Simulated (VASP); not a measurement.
# SnSe2 (P-3m1) in VASP: further runs, part 2 of 2

VASP 6.6.1. The steps go on from the part before.

**3. Single point, PBE (epitaxial xy strain -3.0%)**

Input file INCAR:

```
SYSTEM = SnSe2
PREC = Accurate
ENCUT = 520
EDIFF = 1E-6
ISMEAR = 0
SIGMA = 0.01
LREAL = .False.
LASPH = .True.
NELM = 100
ALGO = Normal
ISIF = 2
LWAVE = .False.
LCHARG = .False.
GGA = PE
NBANDS = 20
```

Input file KPOINTS:

```
regular mesh
0
Gamma
  6 6 2
  0 0 0
```

Input file POSCAR:

```
SnSe2
1.0
    3.7103948499      0.0000000000      0.0000000000
   -1.8551974250      3.2132961981      0.0000000000
    0.0000000000      0.0000000000      6.3846156289
Sn Se
1 2
Direct
    0.0000000000      0.0000000000      0.0000000000
    0.3333333333      0.6666666667      0.2526774657
    0.6666666667      0.3333333333      0.7473225343
```

Potentials or basis: VASP PAW PBE potentials, release 64 (Sn_d, Se).

The run is started by

```console
$ cat potpaw_PBE.64/Sn_d/POTCAR potpaw_PBE.64/Se/POTCAR > POTCAR
$ mpirun -np 1 vasp_std > vasp.out
```

OUTCAR:

```text
SYSTEM = SnSe2
   PREC = Accurate
   ENCUT = 520
   EDIFF = 1E-6
   ISMEAR = 0
   LREAL = .False.
   LASPH = .True.
   NELM = 100
   ISIF = 2
   GGA = PE

 ion  position               nearest neighbor table
   1  0.000  0.000  0.000-   2 2.68   3 2.68   3 2.68   2 2.68   3 2.68   2 2.68
   2  0.333  0.667  0.253-   1 2.68   1 2.68   1 2.68
   3  0.667  0.333  0.747-   1 2.68   1 2.68   1 2.68

  LATTYP: Found a hexagonal cell.
 ALAT       =     3.7103948499
 C/A-ratio  =     1.7207375191

  Lattice vectors:
[... 501 lines left out ...]

  FORCE on cell =-STRESS in cart. coord.  units (eV):
  Direction    XX          YY          ZZ          XY          YZ          ZX
  --------------------------------------------------------------------------------------
  -------------------------------------------------------------------------------------
  Total        3.4920454      3.4920454      1.5362412     -0.0000000      0.0000000     -0.0000000
  in kB       73.4995735     73.4995735     32.3343650     -0.0000000      0.0000000     -0.0000000
  external PRESSURE =      59.7778373 kB  Pullay stress =       0.0000000 kB

 VOLUME and BASIS-vectors are now :
 -----------------------------------------------------------------------------
  energy-cutoff  :      520.00
  volume of cell :       76.12
      direct lattice vectors                 reciprocal lattice vectors
     3.710394850  0.000000000  0.000000000     0.269513095  0.155603458  0.000000000
    -1.855197425  3.213296198  0.000000000     0.000000000  0.311206916  0.000000000
     0.000000000  0.000000000  6.384615629     0.000000000  0.000000000  0.156626500

 POSITION                                       TOTAL-FORCE (eV/Angst)
 -----------------------------------------------------------------------------------
      0.00000      0.00000      0.00000        -0.000000      0.000000      0.000000
     -0.00000      2.14220      1.61325        -0.000000      0.000000      0.285460
      1.85520      1.07110      4.77137         0.000000     -0.000000     -0.285460
 -----------------------------------------------------------------------------------
    total drift:                               -0.000000      0.000000     -0.000000

  FREE ENERGIE OF THE ION-ELECTRON SYSTEM (eV)
  ---------------------------------------------------
  free  energy   TOTEN  =       -11.7047840073 eV

  energy  without entropy=      -11.7047840073  energy(sigma->0) =      -11.70478401
```

OSZICAR:

```text
N       E                     dE             d eps       ncg     rms          rms(c)
DAV:   1     0.207064195323E+03    0.20706E+03   -0.12331E+04   572   0.149E+03
DAV:   2     0.124512376237E+02   -0.19461E+03   -0.18689E+03   608   0.376E+02
DAV:   3    -0.110649808012E+02   -0.23516E+02   -0.22846E+02   684   0.114E+02
DAV:   4    -0.119432342408E+02   -0.87825E+00   -0.87640E+00   668   0.219E+01
DAV:   5    -0.119633111805E+02   -0.20077E-01   -0.20075E-01   764   0.366E+00    0.527E+00
DAV:   6    -0.117267370178E+02    0.23657E+00   -0.47305E-01   848   0.734E+00    0.338E+00
DAV:   7    -0.117044614133E+02    0.22276E-01   -0.15615E-01   656   0.257E+00    0.975E-01
DAV:   8    -0.117043396319E+02    0.12178E-03   -0.12447E-02   732   0.103E+00    0.291E-01
DAV:   9    -0.117047539834E+02   -0.41435E-03   -0.15436E-03   620   0.278E-01    0.842E-02
DAV:  10    -0.117047565954E+02   -0.26120E-05   -0.11546E-04   712   0.757E-02    0.336E-02
DAV:  11    -0.117047835780E+02   -0.26983E-04   -0.45784E-05   616   0.410E-02    0.788E-03
DAV:  12    -0.117047840073E+02   -0.42932E-06   -0.14429E-06   584   0.833E-03
   1 F= -.11704784E+02 E0= -.11704784E+02  d E =-.142803E-17
```

stdout:

```text
POSCAR found type information on POSCAR SnSe
 POSCAR found :  2 types and       3 ions
 scaLAPACK will be used
 LDA part: xc-table for (Slater+PW92), standard interpolation
 POSCAR, INCAR and KPOINTS ok, starting setup
 FFT: planning ... GRIDC
 FFT: planning ... GRID_SOFT
 FFT: planning ... GRID
 WAVECAR not read
 entering main loop
```

It took 12 s on 1 thread of Intel Xeon Platinum 8488C (Sapphire Rapids), shared host; peak memory 0.19 GiB.

Results:

- Free energy: -11.7048 eV
- Pressure: 6.0 GPa
- Largest force: 0.285 eV/Å
- Band gap on the k mesh: 0.53 eV, indirect (least direct gap 1.20 eV)

Forces on the atoms (eV/Å):
```
Sn   0.000  0.000  0.000
Se   0.000  0.000  0.285
Se   0.000  0.000 -0.285
```

Stress tensor (GPa, compression positive):
```
7.35 0.00 0.00
0.00 7.35 0.00
0.00 0.00 3.23
```

Levels at points of the mesh, in eV from the valence-band top:
```csv
k point,band 9,band 10,band 11,band 12,band 13,band 14,band 15,band 16,band 17,band 18
"(0.00, 0.00, 0.00)",-0.60,-0.46,-0.46,-0.16,-0.16,1.27,3.34,4.84,4.84,7.58
"(0.50, 0.00, 0.00)",-4.75,-3.22,-2.46,-1.52,-0.34,1.11,3.73,5.15,5.33,6.36
"(0.00, 0.00, 0.50)",-2.54,-0.54,-0.54,-0.03,-0.03,2.77,3.26,4.63,4.63,7.80
"(0.50, 0.00, 0.50)",-5.13,-2.38,-2.31,-1.03,-0.67,0.53,3.87,4.56,5.42,6.06
```

Caveat: the k points lie up to 0.49 Å⁻¹ apart; the cell differs from its parent crystal (epitaxial xy strain -3.0%); spin-orbit coupling is left out, which moves the levels of the heavy elements; this functional lacks dispersion, which binds the layers, so the pressure and a relaxed spacing across them are unreliable. A k mesh can miss the band edges.

**4. Single point, PBE (epitaxial xy strain -2.0%)**

Input file INCAR:

```
PREC     = Accurate       # precision mode
ENCUT    = 520            # plane-wave cutoff, eV
EDIFF    = 1E-6           # SCF threshold, eV
ISMEAR   = 0              # smearing method
SIGMA    = 0.01           # smearing width, eV
LREAL    = F              # projectors in reciprocal space
LASPH    = T              # aspherical terms in the spheres
NELM     = 100            # most SCF steps
ALGO     = Normal         # electronic algorithm
ISIF     = 2              # what is computed and relaxed
LWAVE    = F              # write WAVECAR
LCHARG   = F              # write CHGCAR
GGA      = PE             # functional
NBANDS   = 20             # bands
```

Input file KPOINTS:

```
Automatic mesh
0
Gamma
  6 6 2
```

Input file POSCAR:

```
SnSe2
1.0
    3.7486463432      0.0000000000      0.0000000000
   -1.8743231716      3.2464229631      0.0000000000
    0.0000000000      0.0000000000      6.3398364817
Sn Se
1 2
Direct
    0.0000000000      0.0000000000      0.0000000000
    0.3333333333      0.6666666667      0.2525492917
    0.6666666667      0.3333333333      0.7474507083
```

Potentials or basis: VASP PAW PBE potentials, release 64 (Sn_d, Se).

The run is started by

```console
$ cat potpaw_PBE.64/Sn_d/POTCAR potpaw_PBE.64/Se/POTCAR > POTCAR
$ mpirun -np 1 vasp_std > vasp.out
```

OUTCAR:

```text
PREC = Accurate
   ENCUT = 520
   EDIFF = 1E-6
   ISMEAR = 0
   LREAL = F
   LASPH = T
   NELM = 100
   ISIF = 2
   GGA = PE

 ion  position               nearest neighbor table
   1  0.000  0.000  0.000-   2 2.69   3 2.69   3 2.69   2 2.69   3 2.69   2 2.69
   2  0.333  0.667  0.253-   1 2.69   1 2.69   1 2.69
   3  0.667  0.333  0.747-   1 2.69   1 2.69   1 2.69

  LATTYP: Found a hexagonal cell.
 ALAT       =     3.7486463432
[... 504 lines left out ...]

  FORCE on cell =-STRESS in cart. coord.  units (eV):
  Direction    XX          YY          ZZ          XY          YZ          ZX
  --------------------------------------------------------------------------------------
  -------------------------------------------------------------------------------------
  Total        2.7759957      2.7759957      1.4791094     -0.0000000      0.0000000      0.0000000
  in kB       57.6463409     57.6463409     30.7151937     -0.0000000      0.0000000      0.0000000
  external PRESSURE =      48.6692918 kB  Pullay stress =       0.0000000 kB

 VOLUME and BASIS-vectors are now :
 -----------------------------------------------------------------------------
  energy-cutoff  :      520.00
  volume of cell :       77.15
      direct lattice vectors                 reciprocal lattice vectors
     3.748646343  0.000000000  0.000000000     0.266762961  0.154015668  0.000000000
    -1.874323172  3.246422963  0.000000000     0.000000000  0.308031335  0.000000000
     0.000000000  0.000000000  6.339836482     0.000000000  0.000000000  0.157732775

 POSITION                                       TOTAL-FORCE (eV/Angst)
 -----------------------------------------------------------------------------------
      0.00000      0.00000      0.00000        -0.000000      0.000000      0.000000
     -0.00000      2.16428      1.60112        -0.000000     -0.000000      0.275648
      1.87432      1.08214      4.73872         0.000000      0.000000     -0.275648
 -----------------------------------------------------------------------------------
    total drift:                               -0.000000      0.000000     -0.000000

  FREE ENERGIE OF THE ION-ELECTRON SYSTEM (eV)
  ---------------------------------------------------
  free  energy   TOTEN  =       -11.7580128091 eV

  energy  without entropy=      -11.7580128091  energy(sigma->0) =      -11.75801281
```

Run time: 12 s. Hardware: 1 thread of Intel Xeon Platinum 8488C (Sapphire Rapids), shared host; peak memory 0.19 GiB.

Results:

| Quantity | Value |
| --- | --- |
| Free energy | -11.7580 eV |
| Pressure | 4.9 GPa |
| Largest force | 0.276 eV/Å |
| Band gap on the k mesh | 0.61 eV, indirect (least direct gap 1.26 eV) |

Forces on the atoms (eV/Å):
```
Sn   0.000  0.000  0.000
Se   0.000  0.000  0.276
Se   0.000  0.000 -0.276
```

Stress tensor (GPa, compression positive):
```
5.76 0.00 0.00
0.00 5.76 0.00
0.00 0.00 3.07
```

Caveat: the k points lie up to 0.50 Å⁻¹ apart; the cell differs from its parent crystal (epitaxial xy strain -2.0%); spin-orbit coupling is left out, which moves the levels of the heavy elements; this functional lacks dispersion, which binds the layers, so the pressure and a relaxed spacing across them are unreliable.

**5. Single point, PBE (epitaxial xy strain -1.0%)**

Edit INCAR of step 4 so:

```diff
@@ -7,3 +7,3 @@
 LASPH    = T              # aspherical terms in the spheres
-NELM     = 100            # most SCF steps
+NELM     = 60             # most SCF steps
 ALGO     = Normal         # electronic algorithm
@@ -11,4 +11,6 @@
 LWAVE    = F              # write WAVECAR
-LCHARG   = F              # write CHGCAR
+LCHARG   = T              # write CHGCAR
 GGA      = PE             # functional
+LELF     = T              # ELF
+LVHAR    = T            
 NBANDS   = 20             # bands
```

KPOINTS is that of step 4.

Input file POSCAR:

```
SnSe2
1.0
    3.7868978365      0.0000000000      0.0000000000
   -1.8934489183      3.2795497280      0.0000000000
    0.0000000000      0.0000000000      6.2872481314
Sn Se
1 2
Direct
    0.0000000000      0.0000000000      0.0000000000
    0.3333333333      0.6666666667      0.2527019009
    0.6666666667      0.3333333333      0.7472980991
```

The run is started by

```console
$ cat potpaw_PBE.64/Sn_d/POTCAR potpaw_PBE.64/Se/POTCAR > POTCAR
$ mpirun -np 1 vasp_std > vasp.out
```

Run time: 13 s. Hardware: 1 thread of Intel Xeon Platinum 8488C (Sapphire Rapids), shared host; peak memory 0.19 GiB.

The run converged. Its results:

```yaml
Free_energy: -11.7960 eV
Pressure: 3.9 GPa
Largest_force: 0.267 eV/Å
Band_gap_on_the_k_mesh: 0.70 eV, indirect (least direct gap 1.33 eV)
```

Forces in eV/Å, atoms in the order of the input:
```
Sn   0.000  0.000  0.000
Se   0.000  0.000  0.267
Se   0.000  0.000 -0.267
```

Stress tensor (GPa, compression positive):
```
4.33 0.00 0.00
0.00 4.33 0.00
0.00 0.00 2.94
```

Levels at points of the mesh, in eV from the valence-band top:
```csv
k point,band 11,band 12,band 13,band 14,band 15,band 16
"(0.00, 0.00, 0.00)",-0.24,-0.22,-0.22,1.13,3.19,4.74
"(0.50, 0.00, 0.00)",-2.43,-1.30,-0.26,1.17,3.78,5.34
"(0.00, 0.00, 0.50)",-0.59,-0.07,-0.07,2.58,3.10,4.50
"(0.50, 0.00, 0.50)",-2.08,-0.85,-0.63,0.70,4.12,4.69
```

Caveat: the k points lie up to 0.50 Å⁻¹ apart; the cell differs from its parent crystal (epitaxial xy strain -1.0%); spin-orbit coupling is left out, which moves the levels of the heavy elements; this functional lacks dispersion, which binds the layers, so the pressure and a relaxed spacing across them are unreliable.

**6. Summary**

```tsv
cell	gap on the mesh (eV)	pressure (GPa)	largest force (eV/Å)
a = 3.672, b = 3.672, c = 6.428 Å, angles 90.0, 90.0, 120.0°, 3 atoms	0.44	7.2	0.30
a = 3.710, b = 3.710, c = 6.385 Å, angles 90.0, 90.0, 120.0°, 3 atoms	0.53	6.0	0.29
a = 3.749, b = 3.749, c = 6.340 Å, angles 90.0, 90.0, 120.0°, 3 atoms	0.61	4.9	0.28
a = 3.787, b = 3.787, c = 6.287 Å, angles 90.0, 90.0, 120.0°, 3 atoms	0.70	3.9	0.27
```

Alike in all rows: task single point; level PBE; potentials or basis VASP PAW PBE potentials, release 64 (Sn_d, Se); no spin polarisation; k mesh 6 × 6 × 2; cutoff (eV) 520; smearing gaussian 0.01 eV.

Caveats: all runs use coarse meshes; spin-orbit coupling is left out, which moves the levels of the heavy elements; this functional lacks dispersion, which binds the layers, so the pressure and a relaxed spacing across them are unreliable.

Total energies depend on the potentials used, so only differences within one code and one set of settings carry meaning.
